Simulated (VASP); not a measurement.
# NbTe (P-6m2) in VASP: single point with PBEsol

Aim: the single point of NbTe with PBEsol.

All numbers are computed with VASP 6.6.1; they aren't measurements. Logs are shortened: lines on timing, memory, paths and dates and some standing lists are left out, and cuts for length are marked.

## 1. The cell of the first run

The structure is hexagonal, space group P-6m2 (No. 187). Conventional cell: a = 3.715 Å, b = 3.715 Å, c = 3.817 Å, α = 90.00°, β = 90.00°, γ = 120.00°. Nb (site symmetry -6m2) has 6 Te at 2.87 Å and 6 Nb at 3.72 Å within 3.8 Å. Te (site symmetry -6m2) has 6 Nb at 2.87 Å and 6 Te at 3.72 Å within 3.8 Å.

## 2. Single point, PBEsol (strained)

Input file INCAR:

```
PREC = Accurate
ENCUT = 520
EDIFF = 1E-6
ISMEAR = 0
SIGMA = 0.1
LREAL = False
LASPH = True
NELM = 100
ALGO = Normal
ISIF = 2
LWAVE = False
LCHARG = False
GGA = PS
NBANDS = 16
```

Input file KPOINTS:

```
regular mesh
0
Gamma
  15 15 12
```

Input file POSCAR:

```
NbTe
1.0
    3.7151201426      0.0000000000      0.0000000000
   -1.8575600713      3.2173884216      0.0000000000
    0.0000000000      0.0000000000      3.8171543421
Nb Te
1 1
Direct
    0.0000000000      0.0000000000      0.5000000000
    0.6666666700      0.3333333300      0.0000000000
```

Potentials or basis: VASP PAW PBE potentials, release 64 (Nb_sv, Te).

On the command line:

```
> cat potpaw_PBE.64/Nb_sv/POTCAR potpaw_PBE.64/Te/POTCAR > POTCAR
> mpirun -np 1 vasp_std > vasp.out
```

OUTCAR:

```text
PREC = Accurate
   ENCUT = 520
   EDIFF = 1E-6
   ISMEAR = 0
   LREAL = False
   LASPH = True
   NELM = 100
   ISIF = 2
   GGA = PS

 ion  position               nearest neighbor table
   1  0.000  0.000  0.500-   2 2.87   2 2.87   2 2.87   2 2.87   2 2.87   2 2.87
   2  0.667  0.333  0.000-   1 2.87   1 2.87   1 2.87   1 2.87   1 2.87   1 2.87

  LATTYP: Found a hexagonal cell.
 ALAT       =     3.7151201426
 C/A-ratio  =     1.0274645760

  Lattice vectors:

 A1 = (   3.7151201426,   0.0000000000,   0.0000000000)
 A2 = (  -1.8575600713,   3.2173884216,   0.0000000000)
 A3 = (   0.0000000000,   0.0000000000,   3.8171543421)

Analysis of symmetry for initial positions (statically):
=====================================================================
 Subroutine PRICEL returns:
 Original cell was already a primitive cell.

 Routine SETGRP: Setting up the symmetry group for a
 hexagonal supercell.

 Subroutine GETGRP returns: Found 12 space group operations
 (whereof 12 operations were pure point group operations)
 out of a pool of 24 trial point group operations.

The static configuration has the point symmetry D_3h.

Analysis of symmetry for dynamics (positions and initial velocities):
=====================================================================
 Subroutine PRICEL returns:
 Original cell was already a primitive cell.

 Routine SETGRP: Setting up the symmetry group for a
 hexagonal supercell.

 Subroutine GETGRP returns: Found 12 space group operations
 (whereof 12 operations were pure point group operations)
 out of a pool of 24 trial point group operations.

The dynamic configuration has the point symmetry D_3h.

 Subroutine INISYM returns: Found 12 space group operations
 (whereof 12 operations are pure point group operations),
 and found     1 'primitive' translations

----------------------------------------------------------------------------------------

                                     Primitive cell

  volume of cell :      45.6264

  direct lattice vectors                    reciprocal lattice vectors
     3.715120143  0.000000000  0.000000000     0.269170299  0.155405545  0.000000000
    -1.857560071  3.217388422  0.000000000     0.000000000  0.310811089  0.000000000
     0.000000000  0.000000000  3.817154342     0.000000000  0.000000000  0.261975260
[... 68 lines left out ...]
   total plane-waves  NPLWV =  21952
   dimension x,y,z NGX =    28 NGY =   28 NGZ =   28
   dimension x,y,z NGXF=    56 NGYF=   56 NGZF=   56
   ions per type =               1   1
   NGX,Y,Z   is equivalent  to a cutoff of  12.53, 12.53, 12.19 a.u.
   NGXF,Y,Z  is equivalent  to a cutoff of  25.06, 25.06, 24.39 a.u.
 SYSTEM =  unknown system
   PREC   = accura    normal or accurate (medium, high low for compatibility)
   ISTART =      0    job   : 0-new  1-cont  2-samecut
   ICHARG =      2    charge: 1-file 2-atom 10-const
   ISPIN  =      1    spin polarized calculation?
   LNONCOLLINEAR =      F non collinear calculations
   LSORBIT =      F    spin-orbit coupling
   LASPH  =      T    aspherical Exc in radial PAW
   ENCUT  =  520.0 eV  38.22 Ry    6.18 a.u.   6.91  6.91  7.10*2*pi/ulx,y,z
   NELM   =    100;   NELMIN=  2; NELMDL= -5     # of ELM steps
   EDIFF  = 0.1E-05   stopping-criterion for ELM
   LREAL  =      F    real-space projection
[... 7 lines left out ...]
   TEBEG  =    0.0;   TEEND  =   0.0 temperature during run
   PSTRESS=    0.0 pullay stress
   NELECT =      19.0000    total number of electrons
   NUPDOWN=      -1.0000    fix difference up-down
   EMIN   =  10.00;   EMAX   =-10.00  energy-range for DOS
   EFERMI =   0.00;   METHOD = LEGACY
   ISMEAR =     0;   SIGMA  =   0.10  broadening in eV -4-tet -1-fermi 0-gaus
   EFERMI_NEDOS =   21; number of points for ismear=-14 and -15
   IALGO  =     38    algorithm
   IMIX   =      4    mixing-type and parameters
     AMIX     =   0.40;   BMIX     =  1.00
     AMIX_MAG =   1.60;   BMIX_MAG =  1.00
  volume/ion in A,a.u.               =      22.81       153.95
  Fermi-wavevector in a.u.,A,eV,Ry     =   1.222514  2.310217 20.334473  1.494542
  Thomas-Fermi vector in A             =   2.357658
   LORBIT       =      0    0 simple, 1 ext, 2 COOP (PROOUT), +10 PAW based schemes
   GGA     = PS    functional components
   LHFCALC =     F    Hartree Fock is set to
   AEXX    =    0.0000 exact exchange contribution
   IVDW    =     0    specifies the selected vdW correction
   LEPSILON=     F    determine dielectric tensor
   LRPA    =     F    only Hartree local field effects (RPA)
 non-spin polarized calculation
 Gauss-broadening in eV      SIGMA  =   0.10
  energy-cutoff  :      520.00
  volume of cell :       45.63
 maximum number of plane-waves:      1242
 NGX is ok and might be reduce to    28
   NGX = 13   NGY = 13   NGZ = 15

 number of electron      18.9999998 magnetization

 Free energy of the ion-electron system (eV)
  ---------------------------------------------------
  ext. energy  EPLUGINS =         0.00000000
  ---------------------------------------------------
  free energy    TOTEN  =       -14.77019997 eV

  energy without entropy =      -14.76241731  energy(sigma->0) =      -14.76630864

 E-fermi :  10.3023     XC(G=0): -11.2134

 val. band max:       10.2961789791   @ k =   0.1333   0.0000   0.2500
 cond. band min:      10.3027554001   @ k =   0.0000   0.0000   0.0833
 fundamental gap:      0.0065764210
 Fermi energy:        10.3022575159

 k-point     1 :       0.0000    0.0000    0.0000
  band No.  band energies     occupation
      1     -45.2335      2.00000
      2     -21.4387      2.00000
      3     -21.2369      2.00000
      4     -21.2369      2.00000
      5      -3.6792      2.00000
      6       7.4609      2.00000
[... 433 lines left out ...]
      3     -21.3450      2.00000
      4     -21.2917      2.00000
      5      -1.9071      2.00000
      6       3.7057      2.00000
[... 8 lines left out ...]
     15      17.3639      0.00000
     16      18.1918      0.00000

 [... further k-points ...]
[... 5 lines left out ...]
  --------------------------------------------------------------------------------------
  -------------------------------------------------------------------------------------
  Total       -2.3836800     -2.3836800     -3.5801387      0.0000000     -0.0000000      0.0000000
  in kB      -83.7032777    -83.7032777   -125.7170993      0.0000000     -0.0000000      0.0000000
  external PRESSURE =     -97.7078849 kB  Pullay stress =       0.0000000 kB

 VOLUME and BASIS-vectors are now :
 -----------------------------------------------------------------------------
  energy-cutoff  :      520.00
  volume of cell :       45.63
      direct lattice vectors                 reciprocal lattice vectors
     3.715120143  0.000000000  0.000000000     0.269170299  0.155405545  0.000000000
    -1.857560071  3.217388422  0.000000000     0.000000000  0.310811089  0.000000000
     0.000000000  0.000000000  3.817154342     0.000000000  0.000000000  0.261975260

 POSITION                                       TOTAL-FORCE (eV/Angst)
 -----------------------------------------------------------------------------------
      0.00000      0.00000      1.90858         0.000000     -0.000000      0.000000
      1.85756      1.07246      0.00000        -0.000000      0.000000      0.000000
 -----------------------------------------------------------------------------------
    total drift:                               -0.000004      0.000002      0.000000

  FREE ENERGIE OF THE ION-ELECTRON SYSTEM (eV)
  ---------------------------------------------------
  free  energy   TOTEN  =       -14.7701999719 eV

  energy  without entropy=      -14.7624173110  energy(sigma->0) =      -14.76630864
```

OSZICAR:

```text
N       E                     dE             d eps       ncg     rms          rms(c)
DAV:   1     0.144859210537E+03    0.14486E+03   -0.95400E+03  6048   0.108E+03
DAV:   2    -0.536863267435E+01   -0.15023E+03   -0.14654E+03  7880   0.360E+02
DAV:   3    -0.151093244030E+02   -0.97407E+01   -0.96150E+01 11400   0.681E+01
DAV:   4    -0.153174376893E+02   -0.20811E+00   -0.20777E+00  7104   0.980E+00
DAV:   5    -0.153248678328E+02   -0.74301E-02   -0.74290E-02 10080   0.187E+00    0.670E+00
DAV:   6    -0.148091139088E+02    0.51575E+00   -0.17672E+00  9144   0.107E+01    0.274E+00
DAV:   7    -0.147802864022E+02    0.28828E-01   -0.86969E-02  7104   0.213E+00    0.150E+00
DAV:   8    -0.147703313163E+02    0.99551E-02   -0.24574E-02  8648   0.937E-01    0.194E-01
DAV:   9    -0.147702082779E+02    0.12304E-03   -0.18915E-03  8104   0.344E-01    0.130E-01
DAV:  10    -0.147702023974E+02    0.58805E-05   -0.29321E-04  8776   0.173E-01    0.235E-02
DAV:  11    -0.147702003564E+02    0.20410E-05   -0.26642E-05  9464   0.501E-02    0.147E-02
DAV:  12    -0.147701999719E+02    0.38452E-06   -0.99583E-07  5624   0.959E-03
   1 F= -.14770200E+02 E0= -.14766309E+02  d E =-.778266E-02
```

Run time: 2.1 min. Hardware: 1 thread of AMD EPYC 7R43 (Zen 3), shared host; peak memory 0.23 GiB.

What came out:

| Item | Value |
| --- | --- |
| Free energy | -14.7702 eV |
| Pressure | -9.8 GPa |

Stress tensor (GPa, compression positive):
```
 -8.37   0.00   0.00
  0.00  -8.37   0.00
  0.00   0.00 -12.57
```

Caveat: the cell differs from its parent crystal (strained); the PAW data sets were made with another functional, which shifts forces and pressure a little; spin-orbit coupling is left out, which moves the levels of the heavy elements.
